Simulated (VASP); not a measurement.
# LaTe (Fm-3m) in VASP: vibrations by perturbation theory with LDA

Aim: the vibrations by perturbation theory of LaTe with LDA.

All numbers are computed with VASP 6.6.1; they aren't measurements. Logs are shortened: lines on timing, memory, paths and dates and some standing lists are left out, and cuts for length are marked.

### Step 1. The cell of the first run

It takes space group Fm-3m (No. 225, cubic). Conventional cell: a = 6.436 Å, b = 6.436 Å, c = 6.436 Å, α = 90.00°, β = 90.00°, γ = 90.00°. La (site symmetry m-3m) has 6 Te at 3.22 Å within 4.2 Å. Te (site symmetry m-3m) has 6 La at 3.22 Å within 4.2 Å.

### Step 2. Vibrations by perturbation theory, LDA

The input, INCAR:

```
  ALGO = Normal
  EDIFF = 1E-8
  ENCUT = 500
  GGA_COMPAT = F
  IBRION = 8
  ISIF = 2
  ISMEAR = 1
  LASPH = T
  LCHARG = T
  LMAXMIX = 6
  LREAL = F
  LWAVE = F
  NBANDS = 16
  NELM = 200
  NSW = 1
  PREC = Accurate
  SIGMA = 0.01
```

The input, KPOINTS:

```
k-points
0
Gamma
  6 6 6
```

The input, POSCAR:

```
LaTe
1.0
    0.0000000000      3.2180000000      3.2180000000
    3.2180000000      0.0000000000      3.2180000000
    3.2180000000      3.2180000000      0.0000000000
La Te
1 1
Direct
    0.0000000000      0.0000000000      0.0000000000
    0.5000000000      0.5000000000      0.5000000000
```

Potentials or basis: VASP PAW LDA potentials, release 64 (La, Te).

The run is started by

```sh
cat potpaw_LDA.64/La/POTCAR potpaw_LDA.64/Te/POTCAR > POTCAR
mpirun -np 1 vasp_std > vasp.out
```

OUTCAR:

```text
EDIFF = 1E-8
   ENCUT = 500
   IBRION = 8
   ISIF = 2
   ISMEAR = 1
   LASPH = T
   LREAL = F
   NELM = 200
   NSW = 1
   PREC = Accurate

 ion  position               nearest neighbor table
   1  0.000  0.000  0.000-   2 3.22   2 3.22   2 3.22   2 3.22   2 3.22   2 3.22
   2  0.500  0.500  0.500-   1 3.22   1 3.22   1 3.22   1 3.22   1 3.22   1 3.22

  LATTYP: Found a face centered cubic cell.
 ALAT       =     6.4360000000

  Lattice vectors:

 A1 = (   0.0000000000,   3.2180000000,   3.2180000000)
 A2 = (   3.2180000000,   0.0000000000,   3.2180000000)
 A3 = (   3.2180000000,   3.2180000000,   0.0000000000)

Analysis of symmetry for initial positions (statically):
=====================================================================
 Subroutine PRICEL returns:
 Original cell was already a primitive cell.

 Routine SETGRP: Setting up the symmetry group for a
 face centered cubic supercell.

 Subroutine GETGRP returns: Found 48 space group operations
 (whereof 48 operations were pure point group operations)
 out of a pool of 48 trial point group operations.

The static configuration has the point symmetry O_h .

Analysis of symmetry for dynamics (positions and initial velocities):
=====================================================================
 Subroutine PRICEL returns:
 Original cell was already a primitive cell.

 Routine SETGRP: Setting up the symmetry group for a
 face centered cubic supercell.

 Subroutine GETGRP returns: Found 48 space group operations
 (whereof 48 operations were pure point group operations)
 out of a pool of 48 trial point group operations.

The dynamic configuration has the point symmetry O_h .

 Subroutine INISYM returns: Found 48 space group operations
 (whereof 48 operations are pure point group operations),
 and found     1 'primitive' translations

----------------------------------------------------------------------------------------

                                     Primitive cell

[... 452 lines left out ...]

 VOLUME and BASIS-vectors are now :
 -----------------------------------------------------------------------------
  energy-cutoff  :      500.00
  volume of cell :       66.65
      direct lattice vectors                 reciprocal lattice vectors
     0.000000000  3.218000000  3.218000000    -0.155376010  0.155376010  0.155376010
     3.218000000  0.000000000  3.218000000     0.155376010 -0.155376010  0.155376010
     3.218000000  3.218000000  0.000000000     0.155376010  0.155376010 -0.155376010

 POSITION                                       TOTAL-FORCE (eV/Angst)
 -----------------------------------------------------------------------------------
      0.00000      0.00000      0.00000         0.000000      0.000000      0.000000
      3.21800      3.21800      3.21800        -0.000000     -0.000000     -0.000000
 -----------------------------------------------------------------------------------
    total drift:                                0.000000      0.000000      0.000000

  FREE ENERGIE OF THE ION-ELECTRON SYSTEM (eV)
  ---------------------------------------------------
  free  energy   TOTEN  =       -12.6177057315 eV

  energy  without entropy=      -12.6176293215  energy(sigma->0) =      -12.61768026

[... ionic steps 2 to 3 ...]

--------------------------------------- Ionic step        4  -------------------------------------------

------------------------ aborting loop because EDIFF is reached ----------------------------------------

[... ionic steps 5 to 6 ...]

--------------------------------------- Ionic step        7  -------------------------------------------

 Free energy of the ion-electron system (eV)
  ---------------------------------------------------
  ---------------------------------------------------
  free energy    TOTEN  =        -0.05062219 eV

  energy without entropy =       -0.05062219

------------------------ aborting loop because EDIFF is reached ----------------------------------------

 INTERNAL STRAIN TENSOR  FOR ION    2  DIRECTION 1   (eV/Angst):
 -----------------------------------------------------------------------------
     0.00424  0.00000 -0.00000
    -0.00000 -0.00537  0.00000
     0.00000  0.00000 -0.00537

 INTERNAL STRAIN TENSOR FOR ION    2 for displacements in x,y,z  (eV/Angst):
          X           Y           Z          XY          YZ          ZX
  --------------------------------------------------------------------------------
  x     0.00000     0.00000     0.00000     0.00000     0.00000     0.00000
  y     0.00000     0.00000     0.00000     0.00000     0.00000     0.00000
  z     0.00000     0.00000     0.00000     0.00000     0.00000     0.00000

 SECOND DERIVATIVES (NOT SYMMETRIZED)
 ------------------------------------
               1X          1Y          1Z          2X          2Y          2Z
  1X    -5.558606    0.000000    0.000000    5.558606    0.000000    0.000000
  1Y     0.000000   -5.558606    0.000000    0.000000    5.558606    0.000000
  1Z     0.000000    0.000000   -5.558606    0.000000    0.000000    5.558606
  2X     5.564980    0.000000    0.000000   -5.564980    0.000000    0.000000
  2Y     0.000000    5.564980    0.000000    0.000000   -5.564980    0.000000
  2Z     0.000000    0.000000    5.564980    0.000000    0.000000   -5.564980

 Eigenvectors and eigenvalues of the dynamical matrix
 ----------------------------------------------------

   1 f  =    4.521011 THz    28.406352 2PiTHz  150.804703 cm-1    18.697392 meV
             X         Y         Z           dx          dy          dz
      0.000000  0.000000  0.000000    -0.691747    0.000000   -0.000000
      3.218000  3.218000  3.218000     0.722140    0.000000   -0.000000
[... 21 lines left out ...]
   6 f/i=    0.001294 THz     0.008131 2PiTHz    0.043165 cm-1     0.005352 meV
             X         Y         Z           dx          dy          dz
      0.000000  0.000000  0.000000    -0.705660   -0.138371    0.066212
      3.218000  3.218000  3.218000    -0.675960   -0.132547    0.063425

--------------------------------------------------------------------------------------------------------

 ELASTIC MODULI CONTR FROM IONIC RELAXATION (kBar)
 Direction    XX          YY          ZZ          XY          YZ          ZX
 --------------------------------------------------------------------------------
 XX           0.0000      0.0000      0.0000      0.0000      0.0000      0.0000
 YY           0.0000      0.0000      0.0000      0.0000      0.0000      0.0000
 ZZ           0.0000      0.0000      0.0000      0.0000      0.0000      0.0000
 XY           0.0000      0.0000      0.0000      0.0000      0.0000      0.0000
 YZ           0.0000      0.0000      0.0000      0.0000      0.0000      0.0000
 ZX           0.0000      0.0000      0.0000      0.0000      0.0000      0.0000
 --------------------------------------------------------------------------------
```

stdout:

```text
POSCAR found type information on POSCAR LaTe
 POSCAR found :  2 types and       2 ions
 scaLAPACK will be used
 LDA part: xc-table for (Slater(with rela. corr.)+CA(PZ))
 , standard interpolation
 POSCAR, INCAR and KPOINTS ok, starting setup
 FFT: planning ... GRIDC
 FFT: planning ... GRID_SOFT
 FFT: planning ... GRID
 WAVECAR not read
 entering main loop
 Linear response reoptimize wavefunctions to high precision
 Linear response DOF=           2
 Linear response progress:
 first order change of Fermi-energy  -0.11164E-03
 force on displaced ion       1 direction 1 :  -5.559   0.000   0.000
 Linear response progress:
 first order change of Fermi-energy   0.13040E-03
 force on displaced ion       2 direction 1 :  -5.565   0.000   0.000
 Linear response finished
```

Wall time 4 min (1 thread of AMD EPYC 9R45 (Zen 5), shared host); peak memory 0.23 GiB.

Results:

```
Highest phonon frequency at Γ, LO-TO splitting left out : 151 cm⁻¹
```

Phonon frequencies in cm⁻¹ (negative: imaginary):
```
              q point        frequencies
(0.000, 0.000, 0.000)  0 0 0 151 151 151
```

Caveat: the cell stands under pressure or tension, which shifts response properties; spin-orbit coupling is left out, which moves the levels of the heavy elements.
